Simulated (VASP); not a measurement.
# LiS2 (P4/nmm) in VASP: a series of runs

Runs on LiS2. Level: PBE. Tasks: single point.

Program: VASP 6.6.1. These are calculated values, not measurements. Logs are shortened: lines on timing, memory, paths and dates and some standing lists are left out, and cuts for length are marked.

### 1 The cell of the first run

The structure is tetragonal, space group P4/nmm (No. 129). Conventional cell: a = 3.279 Å, b = 3.279 Å, c = 11.422 Å, α = 90.00°, β = 90.00°, γ = 90.00°. Within 3.3 Å of Li (site symmetry 4mm) lie 5 S at 2.47 to 2.54 Å and 8 Li at 2.87 to 3.28 Å. Within 3.1 Å of S (site symmetry -4m2) lie 4 S at 2.32 Å. S (site symmetry 4mm) has 5 Li at 2.47 to 2.54 Å and 4 S at 3.28 Å within 3.3 Å.

### 2 Single point, PBE

Contents of INCAR:

```
SYSTEM = LiS2
PREC = Accurate
ENCUT = 520
EDIFF = 1E-6
ISMEAR = 0
SIGMA = 0.1
LREAL = .False.
LASPH = .True.
NELM = 60
ALGO = Normal
ISIF = 2
LWAVE = .False.
LCHARG = .False.
GGA = PE
NBANDS = 24
```

Contents of KPOINTS:

```
Automatic mesh
0
Gamma
  8 8 2
  0 0 0
```

Contents of POSCAR:

```
LiS2
1.0
    3.2793293990      0.0000000000      0.0000000000
    0.0000000000      3.2793293990      0.0000000000
    0.0000000000      0.0000000000     11.4222254146
Li S
2 4
Direct
    0.0000000000      0.5000000000      0.5742421303
    0.5000000000      0.0000000000      0.4257578697
    1.0000000000      0.0000000000      0.0000000000
    0.5000000000      0.5000000000      0.0000000000
    0.0000000000      0.5000000000      0.3516691037
    0.5000000000      0.0000000000      0.6483308963
```

Potentials or basis: VASP PAW PBE potentials, release 64 (Li_sv, S).

Run with:

```bash
$ cat potpaw_PBE.64/Li_sv/POTCAR potpaw_PBE.64/S/POTCAR > POTCAR
$ mpirun -np 1 vasp_std > vasp.out
```

OUTCAR:

```text
SYSTEM = LiS2
   PREC = Accurate
   ENCUT = 520
   EDIFF = 1E-6
   ISMEAR = 0
   LREAL = .False.
   LASPH = .True.
   NELM = 60
   ISIF = 2
   GGA = PE

 ion  position               nearest neighbor table
   1  0.000  0.500  0.574-   6 2.47   6 2.47   6 2.47   6 2.47   5 2.54
   2  0.500  0.000  0.426-   5 2.47   5 2.47   5 2.47   5 2.47   6 2.54
   3  0.000  0.000  0.000-   4 2.32   4 2.32   4 2.32   4 2.32
   4  0.500  0.500  0.000-   3 2.32   3 2.32   3 2.32   3 2.32
   5  0.000  0.500  0.352-   2 2.47   2 2.47   2 2.47   2 2.47   1 2.54
   6  0.500  0.000  0.648-   1 2.47   1 2.47   1 2.47   1 2.47   2 2.54

  LATTYP: Found a simple tetragonal cell.
 ALAT       =     3.2793293990
 C/A-ratio  =     3.4830979218

  Lattice vectors:

 A1 = (   3.2793293990,   0.0000000000,   0.0000000000)
 A2 = (   0.0000000000,   3.2793293990,   0.0000000000)
 A3 = (   0.0000000000,   0.0000000000,  11.4222254146)

Analysis of symmetry for initial positions (statically):
=====================================================================
 Subroutine PRICEL returns:
 Original cell was already a primitive cell.

 Routine SETGRP: Setting up the symmetry group for a
 simple tetragonal supercell.

 Subroutine GETGRP returns: Found 16 space group operations
 (whereof  8 operations were pure point group operations)
 out of a pool of 16 trial point group operations.

The static configuration has the point symmetry D_2d.
 The point group associated with its full space group is D_4h.

Analysis of symmetry for dynamics (positions and initial velocities):
=====================================================================
 Subroutine PRICEL returns:
 Original cell was already a primitive cell.

 Routine SETGRP: Setting up the symmetry group for a
 simple tetragonal supercell.

 Subroutine GETGRP returns: Found 16 space group operations
 (whereof  8 operations were pure point group operations)
 out of a pool of 16 trial point group operations.

The dynamic configuration has the point symmetry D_2d.
 The point group associated with its full space group is D_4h.

 Subroutine INISYM returns: Found 16 space group operations
 (whereof  8 operations are pure point group operations),
 and found     1 'primitive' translations

----------------------------------------------------------------------------------------

                                     Primitive cell

  volume of cell :     122.8346

  direct lattice vectors                    reciprocal lattice vectors
     3.279329399  0.000000000  0.000000000     0.304940394  0.000000000  0.000000000
     0.000000000  3.279329399  0.000000000     0.000000000  0.304940394  0.000000000
     0.000000000  0.000000000 11.422225415     0.000000000  0.000000000  0.087548614

  length of vectors
     3.279329399  3.279329399 11.422225415     0.304940394  0.304940394  0.087548614

  position of ions in fractional coordinates (direct lattice)
     0.000000000  0.500000000  0.574242130
     0.500000000  0.000000000  0.425757870
     0.000000000  0.000000000  0.000000000
     0.500000000  0.500000000  0.000000000
     0.000000000  0.500000000  0.351669104
     0.500000000  0.000000000  0.648330896

  ion indices of the primitive-cell ions
   primitive index   ion index
                 1           1
                 2           2
                 3           3
                 4           4
                 5           5
                 6           6

----------------------------------------------------------------------------------------

 KPOINTS: Automatic mesh

Automatic generation of k-mesh.
 Grid dimensions read from file:
 generate k-points for:    8    8    2

 Generating k-lattice:

  Cartesian coordinates                     Fractional coordinates (reciprocal lattice)
     0.038117549  0.000000000  0.000000000     0.125000000  0.000000000  0.000000000
     0.000000000  0.038117549  0.000000000     0.000000000  0.125000000  0.000000000
     0.000000000  0.000000000  0.043774307     0.000000000  0.000000000  0.500000000

  Length of vectors
     0.038117549  0.038117549  0.043774307

  Shift w.r.t. Gamma in fractional coordinates (k-lattice)
     0.000000000  0.000000000  0.000000000

 Subroutine IBZKPT returns following result:
 ===========================================

 Found     30 irreducible k-points:

 Following reciprocal coordinates:
            Coordinates               Weight
  0.000000  0.000000  0.000000      1.000000
  0.125000  0.000000  0.000000      4.000000
  0.250000  0.000000  0.000000      4.000000
  0.375000  0.000000  0.000000      4.000000
  0.500000  0.000000  0.000000      2.000000
  0.125000  0.125000  0.000000      4.000000
[... 16 lines left out ...]
  0.375000  0.125000  0.500000      8.000000
  0.500000  0.125000  0.500000      4.000000
 [... further k-points ...]
   k-points           NKPTS =     30   k-points in BZ     NKDIM =     30   number of bands    NBANDS=     24
   number of dos      NEDOS =    301   number of ions     NIONS =      6
   total plane-waves  NPLWV =  51840
   dimension x,y,z NGX =    24 NGY =   24 NGZ =   90
   dimension x,y,z NGXF=    48 NGYF=   48 NGZF=  180
   ions per type =               2   4
   NGX,Y,Z   is equivalent  to a cutoff of  12.17, 12.17, 13.10 a.u.
   NGXF,Y,Z  is equivalent  to a cutoff of  24.33, 24.33, 26.20 a.u.
 SYSTEM =  LiS2
   PREC   = accura    normal or accurate (medium, high low for compatibility)
   ISTART =      0    job   : 0-new  1-cont  2-samecut
   ICHARG =      2    charge: 1-file 2-atom 10-const
   ISPIN  =      1    spin polarized calculation?
   LNONCOLLINEAR =      F non collinear calculations
   LSORBIT =      F    spin-orbit coupling
   LASPH  =      T    aspherical Exc in radial PAW
   ENCUT  =  520.0 eV  38.22 Ry    6.18 a.u.   6.10  6.10 21.24*2*pi/ulx,y,z
   NELM   =     60;   NELMIN=  2; NELMDL= -5     # of ELM steps
   EDIFF  = 0.1E-05   stopping-criterion for ELM
   LREAL  =      F    real-space projection
   EDIFFG = 0.1E-04   stopping-criterion for IOM
   NSW    =      0    number of steps for IOM
   IBRION =     -1    ionic relax: 0-MD 1-quasi-New 2-CG
   NFREE  =      0    steps in history (QN), initial steepest desc. (CG)
   ISIF   =      2    stress and relaxation
   ISYM   =      2    0-nonsym 1-usesym 2-fastsym
   POTIM  = 0.5000    time-step for ionic-motion
   TEBEG  =    0.0;   TEEND  =   0.0 temperature during run
   PSTRESS=    0.0 pullay stress
   NELECT =      30.0000    total number of electrons
   NUPDOWN=      -1.0000    fix difference up-down
   EMIN   =  10.00;   EMAX   =-10.00  energy-range for DOS
   EFERMI =   0.00;   METHOD = LEGACY
   ISMEAR =     0;   SIGMA  =   0.10  broadening in eV -4-tet -1-fermi 0-gaus
   EFERMI_NEDOS =   21; number of points for ismear=-14 and -15
   IALGO  =     38    algorithm
   IMIX   =      4    mixing-type and parameters
     AMIX     =   0.40;   BMIX     =  1.00
     AMIX_MAG =   1.60;   BMIX_MAG =  1.00
  volume/ion in A,a.u.               =      20.47       138.15
  Fermi-wavevector in a.u.,A,eV,Ry     =   1.023313  1.933780 14.247594  1.047169
  Thomas-Fermi vector in A             =   2.157039
   LORBIT       =      0    0 simple, 1 ext, 2 COOP (PROOUT), +10 PAW based schemes
   GGA     = PE    functional components
   LHFCALC =     F    Hartree Fock is set to
   AEXX    =    0.0000 exact exchange contribution
   IVDW    =     0    specifies the selected vdW correction
   LEPSILON=     F    determine dielectric tensor
   LRPA    =     F    only Hartree local field effects (RPA)
 non-spin polarized calculation
 Gauss-broadening in eV      SIGMA  =   0.10
  energy-cutoff  :      520.00
  volume of cell :      122.83
 maximum number of plane-waves:      3360
   NGX = 13   NGY = 13   NGZ = 43

 number of electron      29.9999996 magnetization

 Free energy of the ion-electron system (eV)
  ---------------------------------------------------
  ext. energy  EPLUGINS =         0.00000000
  ---------------------------------------------------
  free energy    TOTEN  =       -21.24603085 eV

  energy without entropy =      -21.22860946  energy(sigma->0) =      -21.23732015

 E-fermi :   1.8532     XC(G=0):  -8.3580

 val. band max:        1.7180655998   @ k =   0.1250   0.1250   0.5000
 cond. band min:       1.8739314348   @ k =   0.2500   0.1250   0.0000
 fundamental gap:      0.1558658350
 Fermi energy:         1.8532150104

 k-point     1 :       0.0000    0.0000    0.0000
  band No.  band energies     occupation
      1     -42.5226      2.00000
      2     -42.4963      2.00000
      3     -15.3149      2.00000
      4     -10.0581      2.00000
      5      -9.8195      2.00000
      6      -5.7368      2.00000
[... 16 lines left out ...]
     23       9.4886      0.00000
     24       9.5932      0.00000

 k-point     2 :       0.1250    0.0000    0.0000
  band No.  band energies     occupation
      1     -42.5211      2.00000
      2     -42.4967      2.00000
      3     -15.1239      2.00000
      4      -9.9653      2.00000
      5      -9.7362      2.00000
      6      -6.9467      2.00000
[... 16 lines left out ...]
     23       9.8855      0.00000
     24      10.2385      0.00000

 k-point     3 :       0.2500    0.0000    0.0000
  band No.  band energies     occupation
      1     -42.5170      2.00000
      2     -42.4984      2.00000
      3     -14.5538      2.00000
      4      -9.7191      2.00000
      5      -9.5248      2.00000
      6      -8.8684      2.00000
[... 16 lines left out ...]
     23      10.1434      0.00000
     24      10.6049      0.00000
[... 514 lines left out ...]
 k-point    23 :       0.3750    0.1250    0.5000
  band No.  band energies     occupation
      1     -42.5106      2.00000
      2     -42.5013      2.00000
      3     -13.4380      2.00000
      4     -10.6088      2.00000
      5      -9.3229      2.00000
      6      -9.2071      2.00000
[... 16 lines left out ...]
     23      10.2519      0.00000
     24      11.0992      0.00000

 k-point    24 :       0.5000    0.1250    0.5000
  band No.  band energies     occupation
      1     -42.5054      2.00000
      2     -42.5054      2.00000
      3     -12.1674      2.00000
      4     -12.1674      2.00000
      5      -9.1450      2.00000
      6      -9.1450      2.00000
[... 16 lines left out ...]
     23      10.6386      0.00000
     24      10.6386      0.00000

 [... further k-points ...]

------------------------ aborting loop because EDIFF is reached ----------------------------------------

  FORCE on cell =-STRESS in cart. coord.  units (eV):
  Direction    XX          YY          ZZ          XY          YZ          ZX
  --------------------------------------------------------------------------------------
  -------------------------------------------------------------------------------------
  Total       -0.2670885     -0.2670885      0.0133964      0.0000000      0.0000000     -0.0000000
  in kB       -3.4837339     -3.4837339      0.1747341      0.0000000      0.0000000     -0.0000000
  external PRESSURE =      -2.2642446 kB  Pullay stress =       0.0000000 kB

 VOLUME and BASIS-vectors are now :
 -----------------------------------------------------------------------------
  energy-cutoff  :      520.00
  volume of cell :      122.83
      direct lattice vectors                 reciprocal lattice vectors
     3.279329399  0.000000000  0.000000000     0.304940394  0.000000000  0.000000000
     0.000000000  3.279329399  0.000000000     0.000000000  0.304940394  0.000000000
     0.000000000  0.000000000 11.422225415     0.000000000  0.000000000  0.087548614

 POSITION                                       TOTAL-FORCE (eV/Angst)
 -----------------------------------------------------------------------------------
      0.00000      1.63966      6.55912         0.000000      0.000000     -0.016326
      1.63966      0.00000      4.86310         0.000000     -0.000000      0.016326
      0.00000      0.00000      0.00000         0.000000     -0.000000      0.000000
      1.63966      1.63966      0.00000        -0.000000      0.000000      0.000000
      0.00000      1.63966      4.01684         0.000000     -0.000000     -0.032399
      1.63966      0.00000      7.40538         0.000000      0.000000      0.032399
 -----------------------------------------------------------------------------------
    total drift:                                0.000000     -0.000000      0.000000

  FREE ENERGIE OF THE ION-ELECTRON SYSTEM (eV)
  ---------------------------------------------------
  free  energy   TOTEN  =       -21.2460308501 eV

  energy  without entropy=      -21.2286094586  energy(sigma->0) =      -21.23732015
```

Wall time 43 s (1 thread of Intel Xeon 6975P-C (Granite Rapids), shared host); peak memory 0.24 GiB.

What came out:

- Free energy: -21.2460 eV
- Largest force: 0.032 eV/Å
- Band gap on the k mesh: zero (bands 15 and 16 overlap by 1.27 eV)

Forces on the atoms (eV/Å):
```
Li   0.000  0.000 -0.016
Li   0.000  0.000  0.016
S    0.000  0.000  0.000
S    0.000  0.000  0.000
S    0.000  0.000 -0.032
S    0.000  0.000  0.032
```

Caveat: the cutoff is under 1.25 times the usual one of these potentials, so pressure, stress and relaxed cells hold a basis-set (Pulay) error.

### 3 Single point, PBE

Contents of INCAR:

```
SYSTEM = LiS2
  PREC = Accurate
  ENCUT = 520
  EDIFF = 1E-6
  ISMEAR = 0
  SIGMA = 0.1
  LREAL = .False.
  LASPH = .True.
  NELM = 60
  ALGO = Normal
  ISIF = 2
  LWAVE = .False.
  LCHARG = .True.
  GGA = PE
  LELF = .True.
  LVHAR = .True.
  NBANDS = 24
```

Contents of KPOINTS:

```
regular mesh
0
Gamma
  12 12 4
  0 0 0
```

Edit POSCAR of step 2 so:

```diff
@@ -10,3 +10,3 @@
     0.5000000000      0.0000000000      0.4257578697
-    1.0000000000      0.0000000000      0.0000000000
+    0.0000000000      0.0000000000      0.0000000000
     0.5000000000      0.5000000000      0.0000000000
```

Potentials or basis: VASP PAW PBE potentials, release 64 (Li_sv, S).

Run with:

```bash
$ cat potpaw_PBE.64/Li_sv/POTCAR potpaw_PBE.64/S/POTCAR > POTCAR
$ mpirun -np 1 vasp_std > vasp.out
```

It took 81 s on 1 thread of Intel Xeon 6975P-C (Granite Rapids), shared host; peak memory 0.33 GiB.

Results (log left out):

* Free energy: -21.3175 eV
* Largest force: 0.003 eV/Å
* Band gap on the k mesh: zero (bands 15 and 16 overlap by 1.35 eV)

Forces on the atoms (eV/Å):
```
Li   0.000  0.000 -0.003
Li   0.000  0.000  0.003
S    0.000  0.000  0.000
S    0.000  0.000  0.000
S    0.000  0.000 -0.002
S    0.000  0.000  0.002
```

Levels at points of the mesh, in eV from the Fermi level:
| k point | band 12 | band 13 | band 14 | band 15 | band 16 | band 17 | band 18 | band 19 | band 20 | band 21 |
| --- | --- | --- | --- | --- | --- | --- | --- | --- | --- | --- |
| (0.00, 0.00, 0.00) | 0.21 | 0.21 | 0.57 | 0.57 | 1.67 | 3.29 | 4.55 | 4.96 | 4.96 | 7.40 |
| (0.50, 0.00, 0.00) | -2.33 | -1.07 | -1.07 | -0.35 | -0.35 | 1.09 | 1.09 | 6.00 | 6.00 | 7.86 |
| (0.50, 0.50, 0.00) | -2.38 | -1.46 | -1.46 | -0.24 | -0.24 | 5.41 | 5.41 | 5.90 | 5.90 | 6.11 |
| (0.00, 0.00, 0.50) | 0.21 | 0.21 | 0.58 | 0.58 | 1.67 | 3.29 | 4.96 | 4.96 | 5.33 | 5.89 |
| (0.50, 0.00, 0.50) | -2.33 | -1.04 | -1.04 | -0.35 | -0.35 | 1.09 | 1.09 | 5.79 | 5.79 | 8.44 |
| (0.50, 0.50, 0.50) | -2.37 | -1.47 | -1.47 | -0.24 | -0.24 | 5.39 | 5.39 | 5.95 | 5.95 | 6.15 |

Caveat: the cutoff is under 1.25 times the usual one of these potentials, so pressure, stress and relaxed cells hold a basis-set (Pulay) error.
